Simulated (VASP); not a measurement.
# NiO (I4/mmm) in VASP: further runs

The runs below take NiO through single point, with PBE+U.

Everything below comes from runs of VASP 6.6.1. Logs are shortened: lines on timing, memory, paths and dates and some standing lists are left out, and cuts for length are marked.

## (1) The cell of the first run

Symmetry: I4/mmm, No. 139, tetragonal system. The conventional cell has a = 2.716 Å, b = 2.716 Å, c = 4.267 Å, α = 90.00°, β = 90.00°, γ = 90.00°. Within 2.5 Å of Ni (site symmetry 4/mmm) lie 6 O at 1.92 to 2.13 Å. O (site symmetry 4/mmm) has 6 Ni at 1.92 to 2.13 Å within 2.5 Å.

## (2) Single point, PBE+U, collinear spin, ferromagnetic start (strain -0.1000 x Voigt [1, 1, 0, 0, 0, 0])

INCAR

```
SYSTEM = NiO
PREC = Accurate ; ENCUT = 520
EDIFF = 1E-6 ; ISMEAR = 0
SIGMA = 0.05 ; LREAL = .FALSE.
LASPH = .TRUE. ; NELM = 150
ALGO = Normal ; ISIF = 2
LWAVE = .FALSE. ; LCHARG = .FALSE.
ISPIN = 2 ; MAGMOM = 1.91 0.21
LORBIT = 11 ; LMAXMIX = 4
LDAU = .TRUE. ; LDAUTYPE = 2
LDAUL = 2 -1 ; LDAUU = 6.2 0
LDAUJ = 0 0 ; LDAUPRINT = 1
GGA = PE ; NBANDS = 19
```

KPOINTS

```
Automatic mesh
0
G
  12 12 12
  0 0 0
```

POSCAR

```
NiO
1.0
    0.0000000000      1.9203421025      2.1337134472
    1.9203421025      0.0000000000      2.1337134472
    1.9203421025      1.9203421025      0.0000000000
Ni O
1 1
Direct
    0.0000000000      0.0000000000      0.0000000000
    0.5000000000      0.5000000000      0.5000000000
```

Potentials or basis: VASP PAW PBE potentials, release 64 (Ni, O).

Started as:

```console
$ cat potpaw_PBE.64/Ni/POTCAR potpaw_PBE.64/O/POTCAR > POTCAR
$ mpirun -np 1 vasp_std > vasp.out
```

OUTCAR:

```text
SYSTEM = NiO
   PREC = Accurate
   ENCUT = 520
   EDIFF = 1E-6
   ISMEAR = 0
   LREAL = .FALSE.
   LASPH = .TRUE.
   NELM = 150
   ISIF = 2
   ISPIN = 2
   LORBIT = 11
   GGA = PE

 ion  position               nearest neighbor table
   1  0.000  0.000  0.000-   2 1.92   2 1.92   2 1.92   2 1.92   2 2.13   2 2.13
   2  0.500  0.500  0.500-   1 1.92   1 1.92   1 1.92   1 1.92   1 2.13   1 2.13

  LATTYP: Found a body centered tetragonal cell.
 ALAT       =     2.7157738458
 C/A-ratio  =     1.5713484026

  Lattice vectors:

 A1 = (  -1.9203421025,   0.0000000000,   2.1337134472)
 A2 = (   1.9203421025,   0.0000000000,   2.1337134472)
 A3 = (   0.0000000000,   1.9203421025,  -2.1337134472)

Analysis of symmetry for initial positions (statically):
=====================================================================
 Subroutine PRICEL returns:
 Original cell was already a primitive cell.

 Routine SETGRP: Setting up the symmetry group for a
 body centered tetragonal supercell.

 Subroutine GETGRP returns: Found 16 space group operations
 (whereof 16 operations were pure point group operations)
 out of a pool of 16 trial point group operations.

The static configuration has the point symmetry D_4h.

Analysis of symmetry for dynamics (positions and initial velocities):
=====================================================================
 Subroutine PRICEL returns:
 Original cell was already a primitive cell.

 Routine SETGRP: Setting up the symmetry group for a
 body centered tetragonal supercell.

 Subroutine GETGRP returns: Found 16 space group operations
 (whereof 16 operations were pure point group operations)
 out of a pool of 16 trial point group operations.

The dynamic configuration has the point symmetry D_4h.

Analysis of structural, dynamic, and magnetic symmetry:
=====================================================================
 Subroutine PRICEL returns:
 Original cell was already a primitive cell.

 Routine SETGRP: Setting up the symmetry group for a
 body centered tetragonal supercell.

 Subroutine GETGRP returns: Found 16 space group operations
 (whereof 16 operations were pure point group operations)
 out of a pool of 16 trial point group operations.

The overall configuration has the point symmetry D_4h.

 Subroutine INISYM returns: Found 16 space group operations
 (whereof 16 operations are pure point group operations),
 and found     1 'primitive' translations

----------------------------------------------------------------------------------------

                                     Primitive cell

  volume of cell :      15.7370

  direct lattice vectors                    reciprocal lattice vectors
     0.000000000  1.920342103  2.133713447    -0.260370274  0.260370274  0.234333247
     1.920342103  0.000000000  2.133713447     0.260370274 -0.260370274  0.234333247
     1.920342103  1.920342103  0.000000000     0.260370274  0.260370274 -0.234333247

  length of vectors
     2.870617854  2.870617854  2.715773846     0.436460113  0.436460113  0.436460113

  position of ions in fractional coordinates (direct lattice)
     0.000000000  0.000000000  0.000000000
     0.500000000  0.500000000  0.500000000

  ion indices of the primitive-cell ions
   primitive index   ion index
                 1           1
                 2           2

----------------------------------------------------------------------------------------

 KPOINTS: Automatic mesh

Automatic generation of k-mesh.
 Grid dimensions read from file:
 generate k-points for:   12   12   12

 Generating k-lattice:

  Cartesian coordinates                     Fractional coordinates (reciprocal lattice)
    -0.021697523  0.021697523  0.019527771     0.083333333  0.000000000  0.000000000
     0.021697523 -0.021697523  0.019527771     0.000000000  0.083333333  0.000000000
     0.021697523  0.021697523 -0.019527771     0.000000000  0.000000000  0.083333333

  Length of vectors
     0.036371676  0.036371676  0.036371676

  Shift w.r.t. Gamma in fractional coordinates (k-lattice)
     0.000000000  0.000000000  0.000000000

 Subroutine IBZKPT returns following result:
 ===========================================

 Found    163 irreducible k-points:

 Following reciprocal coordinates:
            Coordinates               Weight
  0.000000  0.000000  0.000000      1.000000
  0.083333  0.000000  0.000000      8.000000
  0.166667  0.000000  0.000000      8.000000
  0.250000  0.000000  0.000000      8.000000
  0.333333  0.000000  0.000000      8.000000
  0.416667  0.000000  0.000000      8.000000
[... 16 lines left out ...]
  0.500000  0.166667  0.000000      8.000000
 -0.416667  0.166667  0.000000      8.000000
 [... further k-points ...]
   k-points           NKPTS =    163   k-points in BZ     NKDIM =    163   number of bands    NBANDS=     19
   number of dos      NEDOS =    301   number of ions     NIONS =      2
   total plane-waves  NPLWV =  11520
[... 82 lines left out ...]
  o =  0.9874  v =  0.0000  0.0000  0.0000  0.0000  0.0000  0.0000  0.7640 -0.0000 -0.6452  0.0000      0.0000  0.0000  0.0000  0.0000  0.0000  0.0000  0.0000  0.0000  0.0000  0.0000
  o =  0.9874  v =  0.0000  0.0000  0.0000  0.0000  0.0000  0.0000 -0.6452  0.0000 -0.7640  0.0000      0.0000  0.0000  0.0000  0.0000  0.0000  0.0000  0.0000  0.0000  0.0000  0.0000
  o =  0.9890  v =  0.0000  0.8270  0.0000 -0.5622  0.0000  0.0000  0.0000  0.0000  0.0000  0.0000      0.0000  0.0000  0.0000  0.0000  0.0000  0.0000  0.0000  0.0000  0.0000  0.0000
  o =  0.9890  v =  0.0000  0.5622 -0.0000  0.8270 -0.0000  0.0000  0.0000  0.0000  0.0000  0.0000      0.0000  0.0000  0.0000  0.0000  0.0000  0.0000  0.0000  0.0000  0.0000  0.0000
  o =  0.9963  v =  0.0000  0.0000  0.0000  0.0000  0.0000  1.0000  0.0000  0.0000  0.0000  0.0000      0.0000  0.0000  0.0000  0.0000  0.0000  0.0000  0.0000  0.0000  0.0000  0.0000
  o =  0.9973  v =  1.0000  0.0000  0.0000  0.0000  0.0000  0.0000  0.0000  0.0000  0.0000  0.0000      0.0000  0.0000  0.0000  0.0000  0.0000  0.0000  0.0000  0.0000  0.0000  0.0000
  o =  1.0455  v =  0.0000 -0.0000  1.0000  0.0000  0.0000  0.0000  0.0000  0.0000  0.0000  0.0000      0.0000  0.0000  0.0000  0.0000  0.0000  0.0000  0.0000  0.0000  0.0000  0.0000
  o =  1.1007  v =  0.0000  0.0000  0.0000 -0.0000 -1.0000  0.0000  0.0000  0.0000  0.0000  0.0000      0.0000  0.0000  0.0000  0.0000  0.0000  0.0000  0.0000  0.0000  0.0000  0.0000

 number of electron      16.0000006 magnetization       1.9999987

 Free energy of the ion-electron system (eV)
  ---------------------------------------------------
  ext. energy  EPLUGINS =         0.00000000
  ---------------------------------------------------
  free energy    TOTEN  =        -9.69148105 eV

  energy without entropy =       -9.69148105  energy(sigma->0) =       -9.69148105

 E-fermi :   9.7889     XC(G=0): -13.5043

 val. band max:        9.4514351221   @ k =   0.5000   0.0000   0.0000
 cond. band min:      10.7353903069   @ k =   0.0000   0.0000   0.0000
 fundamental gap:      1.2839551848
 Fermi energy:         9.7889385769

 spin component 1

 k-point     1 :       0.0000    0.0000    0.0000
  band No.  band energies     occupation
      1     -11.4325      1.00000
      2       2.5217      1.00000
      3       2.6065      1.00000
      4       3.4417      1.00000
      5       3.8869      1.00000
      6       3.8869      1.00000
[... 11 lines left out ...]
     18      36.7426      0.00000
     19      36.7427      0.00000
[... 489 lines left out ...]
      3       0.5319      1.00000
      4       1.3020      1.00000
      5       4.2244      1.00000
      6       4.5573      1.00000
[... 11 lines left out ...]
     18      41.4552      0.00000
     19      42.7112      0.00000

 [... further k-points ...]

 spin component 2

 k-point     1 :       0.0000    0.0000    0.0000
  band No.  band energies     occupation
      1     -11.0502      1.00000
      2       4.3805      1.00000
      3       4.8680      1.00000
      4       4.8685      1.00000
      5       7.2643      1.00000
      6       7.2643      1.00000
[... 11 lines left out ...]
     18      38.0428      0.00000
     19      43.0719      0.00000
[... 489 lines left out ...]
      3       3.2637      1.00000
      4       4.7905      1.00000
      5       5.9646      1.00000
      6       6.6886      1.00000
[... 11 lines left out ...]
     18      43.0815      0.00000
     19      44.4796      0.00000

 [... further k-points ...]

------------------------ aborting loop because EDIFF is reached ----------------------------------------

  FORCE on cell =-STRESS in cart. coord.  units (eV):
  Direction    XX          YY          ZZ          XY          YZ          ZX
  --------------------------------------------------------------------------------------
  -------------------------------------------------------------------------------------
  Total        6.0922446      6.0922446      1.5933174      0.0000000      0.0000000      0.0000000
  in kB      620.2469212    620.2469212    162.2144628      0.0000000      0.0000000      0.0000000
  external PRESSURE =     467.5694351 kB  Pullay stress =       0.0000000 kB

 VOLUME and BASIS-vectors are now :
 -----------------------------------------------------------------------------
  energy-cutoff  :      520.00
  volume of cell :       15.74
      direct lattice vectors                 reciprocal lattice vectors
     0.000000000  1.920342103  2.133713447    -0.260370274  0.260370274  0.234333247
     1.920342103  0.000000000  2.133713447     0.260370274 -0.260370274  0.234333247
     1.920342103  1.920342103  0.000000000     0.260370274  0.260370274 -0.234333247

 POSITION                                       TOTAL-FORCE (eV/Angst)
 -----------------------------------------------------------------------------------
      0.00000      0.00000      0.00000         0.000000      0.000000      0.000000
      1.92034      1.92034      2.13371         0.000000      0.000000     -0.000000
 -----------------------------------------------------------------------------------
    total drift:                                0.000000     -0.000000     -0.000000

  FREE ENERGIE OF THE ION-ELECTRON SYSTEM (eV)
  ---------------------------------------------------
  free  energy   TOTEN  =        -9.6914810515 eV

  energy  without entropy=       -9.6914810515  energy(sigma->0) =       -9.69148105

 total charge

# of ion       s       p       d       tot
------------------------------------------
    1        0.408   0.582   8.412   9.402
    2        1.549   3.583   0.000   5.132
--------------------------------------------------
tot          1.957   4.164   8.412  14.534

 magnetization (x)

# of ion       s       p       d       tot
------------------------------------------
    1        0.015   0.016   1.787   1.818
    2        0.021   0.174   0.000   0.195
--------------------------------------------------
tot          0.036   0.190   1.787   2.013
```

Wall time 2.1 min (1 thread of Intel Xeon 8259CL, shared host); peak memory 0.2 GiB.

Results:

```
Free energy                                           : -9.6915 eV
Pressure                                              : 46.8 GPa
Band gap on the k mesh                                : 1.28 eV (least direct gap 2.36 eV)
Net moment                                            : 2.00 μB per cell
Site moments                                          : Ni +1.82; O +0.20 μB
Valence electrons inside the program's atomic spheres : Ni 9.40; O 5.13
```

Levels at points of the mesh, in eV from the valence-band top:
Spin up:
| k point | band 6 | band 7 | band 8 | band 9 | band 10 | band 11 | band 12 | band 13 |
| --- | --- | --- | --- | --- | --- | --- | --- | --- |
| (0.00, 0.00, 0.00) | -5.56 | -2.60 | -2.60 | -2.35 | 3.39 | 17.91 | 18.58 | 18.58 |
| (0.50, 0.00, 0.00) | -4.94 | -3.43 | -0.68 | 0.00 | 6.57 | 12.15 | 14.67 | 17.13 |
| (0.50, 0.50, 0.00) | -4.59 | -4.59 | -3.76 | -3.76 | 8.14 | 11.60 | 12.31 | 20.11 |
| (0.50, 0.00, 0.50) | -4.72 | -4.66 | -4.37 | -3.82 | 7.75 | 11.03 | 13.01 | 17.58 |
Spin down:
| k point | band 4 | band 5 | band 6 | band 7 | band 8 | band 9 | band 10 | band 11 |
| --- | --- | --- | --- | --- | --- | --- | --- | --- |
| (0.00, 0.00, 0.00) | -4.58 | -2.19 | -2.19 | -1.95 | 1.28 | 1.72 | 4.20 | 18.26 |
| (0.50, 0.00, 0.00) | -4.89 | -3.31 | -2.60 | -2.11 | 4.28 | 5.25 | 6.77 | 12.78 |
| (0.50, 0.50, 0.00) | -3.53 | -3.53 | -3.37 | -3.37 | 2.08 | 3.13 | 8.75 | 11.96 |
| (0.50, 0.00, 0.50) | -4.28 | -3.66 | -3.44 | -3.29 | 2.38 | 3.18 | 8.49 | 11.38 |

Eigenvalues of the final occupation matrices:
```
    site  spin  trace               eigenvalues
site 1 d     1   5.12  0.99 0.99 1.00 1.05 1.10
site 1 d     2   3.33  0.14 0.22 0.99 0.99 1.00
```

Caveat: the cell differs from its parent crystal (strain -0.1000 x Voigt [1, 1, 0, 0, 0, 0]); the cell stands under pressure; a cell with one magnetic atom can't hold antiferromagnetic order, which such compounds often take.

## (3) Single point, PBE+U, collinear spin, ferromagnetic start (strain +0.0750 x Voigt [1, 1, 0, 0, 0, 0])

INCAR

```
PREC = Accurate
ENCUT = 520
EDIFF = 1E-6
ISMEAR = 0
SIGMA = 0.05
LREAL = F
LASPH = T
NELM = 150
ALGO = Normal
ISIF = 2
LWAVE = F
LCHARG = F
ISPIN = 2
MAGMOM = 1.91 0.21
LORBIT = 11
LMAXMIX = 4
LDAU = T
LDAUTYPE = 2
LDAUL = 2 -1
LDAUU = 6.2 0
LDAUJ = 0 0
LDAUPRINT = 1
GGA = PE
NBANDS = 19
```

KPOINTS

```
regular mesh
0
Gamma
  12 12 12
```

POSCAR

```
NiO
1.0
    0.0000000000      2.2937419557      2.1337134472
    2.2937419557      0.0000000000      2.1337134472
    2.2937419557      2.2937419557      0.0000000000
Ni O
1 1
Direct
    0.0000000000      0.0000000000      0.0000000000
    0.5000000000      0.5000000000      0.5000000000
```

Potentials or basis: VASP PAW PBE potentials, release 64 (Ni, O).

Started as:

```console
$ cat potpaw_PBE.64/Ni/POTCAR potpaw_PBE.64/O/POTCAR > POTCAR
$ mpirun -np 1 vasp_std > vasp.out
```

It took 2.2 min on 1 thread of Intel Xeon 8259CL, shared host; peak memory 0.23 GiB.

The run converged. Its results:

- Free energy: -9.8177 eV
- Pressure: -22.4 GPa
- Band gap on the k mesh: 1.50 eV (least direct gap 2.01 eV)
- Net moment: 2.00 μB per cell
- Site moments: Ni +1.83; O +0.15 μB
- Valence electrons inside the program's atomic spheres: Ni 8.69; O 4.93

Stress tensor (GPa, compression positive):
```
-23.55   0.00   0.00
  0.00 -23.55   0.00
  0.00   0.00 -20.15
```

Levels at points of the mesh, in eV from the valence-band top:
Spin up:
| k point | band 5 | band 6 | band 7 | band 8 | band 9 | band 10 | band 11 | band 12 | band 13 | band 14 |
| --- | --- | --- | --- | --- | --- | --- | --- | --- | --- | --- |
| (0.00, 0.00, 0.00) | -5.07 | -4.98 | -1.09 | -0.80 | -0.80 | 1.50 | 16.56 | 16.56 | 16.97 | 18.05 |
| (0.50, 0.00, 0.00) | -4.77 | -4.75 | -3.22 | -0.25 | 0.00 | 6.03 | 9.09 | 12.74 | 14.27 | 18.37 |
| (0.50, 0.50, 0.00) | -4.51 | -4.51 | -4.10 | -2.12 | -2.12 | 5.65 | 10.42 | 11.04 | 14.67 | 14.67 |
| (0.50, 0.00, 0.50) | -4.60 | -4.49 | -4.20 | -2.17 | -1.66 | 5.58 | 10.07 | 11.21 | 14.95 | 16.17 |
Spin down:
```csv
k point,band 5,band 6,band 7,band 8,band 9,band 10
"(0.00, 0.00, 0.00)",-0.81,-0.51,-0.51,1.63,2.54,2.77
"(0.50, 0.00, 0.00)",-2.51,-1.64,-1.27,4.04,4.36,6.21
"(0.50, 0.50, 0.00)",-3.44,-1.84,-1.84,2.96,3.02,6.33
"(0.50, 0.00, 0.50)",-3.41,-1.90,-1.38,2.80,3.06,6.23
```

Eigenvalues of the final occupation matrices:
| site | spin | trace | eigenvalues |
| --- | --- | --- | --- |
| site 1 d | 1 | 4.96 | 0.98 0.98 0.98 1.00 1.02 |
| site 1 d | 2 | 3.15 | 0.09 0.12 0.98 0.98 0.98 |

Caveat: the cell differs from its parent crystal (strain +0.0750 x Voigt [1, 1, 0, 0, 0, 0]); the cell stands under tension; a cell with one magnetic atom can't hold antiferromagnetic order, which such compounds often take. A k mesh can miss the band edges.

## (4) Single point, PBE+U, collinear spin, ferromagnetic start (strain +0.1000 x Voigt [1, 1, 0, 0, 0, 0])

INCAR

```
SYSTEM = NiO
  PREC = Accurate
  ENCUT = 520
  EDIFF = 1E-6
  ISMEAR = 0
  SIGMA = 0.05
  LREAL = .FALSE.
  LASPH = .TRUE.
  NELM = 150
  ALGO = Normal
  ISIF = 2
  LWAVE = .FALSE.
  LCHARG = .TRUE.
  ISPIN = 2
  MAGMOM = 1.91 0.21
  LORBIT = 11
  LMAXMIX = 4
  LDAU = .TRUE.
  LDAUTYPE = 2
  LDAUL = 2 -1
  LDAUU = 6.2 0
  LDAUJ = 0 0
  LDAUPRINT = 1
  GGA = PE
  LELF = .TRUE.
  LVHAR = .TRUE.
  NBANDS = 19
```

KPOINTS

```
regular mesh
0
G
  12 12 12
  0 0 0
```

POSCAR

```
NiO
1.0
    0.0000000000      2.3470847919      2.1337134472
    2.3470847919      0.0000000000      2.1337134472
    2.3470847919      2.3470847919      0.0000000000
Ni O
1 1
Direct
    0.0000000000      0.0000000000      0.0000000000
    0.5000000000      0.5000000000      0.5000000000
```

Started as:

```console
$ cat potpaw_PBE.64/Ni/POTCAR potpaw_PBE.64/O/POTCAR > POTCAR
$ mpirun -np 1 vasp_std > vasp.out
```

Wall time 3.1 min (1 thread of Intel Xeon 8259CL, shared host); peak memory 0.24 GiB.

It converged, with:

| Property | Result |
| --- | --- |
| Free energy | -9.6580 eV |
| Pressure | -24.4 GPa |
| Band gap on the k mesh | 1.28 eV (least direct gap 1.69 eV) |
| Net moment | 2.00 μB per cell |
| Site moments | Ni +1.83; O +0.14 μB |
| Valence electrons inside the program's atomic spheres | Ni 8.64; O 4.92 |

Stress tensor (GPa, compression positive):
```
-25.19   0.00   0.00
  0.00 -25.19   0.00
  0.00   0.00 -22.94
```

Levels at points of the mesh, in eV from the valence-band top:
Spin up:
| k point | band 7 | band 8 | band 9 | band 10 | band 11 | band 12 |
| --- | --- | --- | --- | --- | --- | --- |
| (0.00, 0.00, 0.00) | -1.08 | -0.69 | -0.69 | 1.28 | 16.27 | 16.27 |
| (0.50, 0.00, 0.00) | -3.23 | -0.29 | 0.00 | 5.86 | 8.67 | 12.22 |
| (0.50, 0.50, 0.00) | -3.85 | -2.01 | -2.01 | 5.42 | 10.15 | 10.92 |
| (0.50, 0.00, 0.50) | -3.95 | -2.09 | -1.44 | 5.28 | 9.65 | 11.17 |
Spin down:
| k point | band 4 | band 5 | band 6 | band 7 | band 8 | band 9 | band 10 | band 11 |
| --- | --- | --- | --- | --- | --- | --- | --- | --- |
| (0.00, 0.00, 0.00) | -4.00 | -0.81 | -0.41 | -0.41 | 1.37 | 2.50 | 2.78 | 16.48 |
| (0.50, 0.00, 0.00) | -3.87 | -2.60 | -1.55 | -1.13 | 3.84 | 4.22 | 6.04 | 9.21 |
| (0.50, 0.50, 0.00) | -3.54 | -3.54 | -1.75 | -1.75 | 2.91 | 2.93 | 6.10 | 10.34 |
| (0.50, 0.00, 0.50) | -3.66 | -3.50 | -1.84 | -1.17 | 2.71 | 2.97 | 5.95 | 9.91 |

Eigenvalues of the final occupation matrices:
```tsv
site	spin	trace	eigenvalues
site 1 d	1	4.95	0.98 0.98 0.98 1.00 1.01
site 1 d	2	3.14	0.08 0.12 0.98 0.98 0.98
```

Caveat: the cell differs from its parent crystal (strain +0.1000 x Voigt [1, 1, 0, 0, 0, 0]); the cell stands under tension; a cell with one magnetic atom can't hold antiferromagnetic order, which such compounds often take. A k mesh can miss the band edges.

## (5) Summary

```tsv
cell	gap on the mesh (eV)	pressure (GPa)	moment (μB)
a = 2.871, b = 2.871, c = 2.716 Å, angles 61.8, 61.8, 56.5°, 2 atoms	1.28	46.8	2.00
a = 3.133, b = 3.133, c = 3.244 Å, angles 58.8, 58.8, 62.4°, 2 atoms	1.50	-22.4	2.00
a = 3.172, b = 3.172, c = 3.319 Å, angles 58.5, 58.5, 63.1°, 2 atoms	1.28	-24.4	2.00
```

Alike in all rows: task single point; level PBE+U; potentials or basis VASP PAW PBE potentials, release 64 (Ni, O); spin collinear, ferromagnetic start; Ni d U = 6.2 eV; k mesh 12 × 12 × 12; cutoff (eV) 520; smearing gaussian 0.05 eV.

Caveats: a cell with one magnetic atom can't hold antiferromagnetic order, which such compounds often take; the cell stands under tension (at least some runs); the cell stands under pressure (at least some runs).

Total energies depend on the potentials used, so only differences within one code and one set of settings carry meaning.
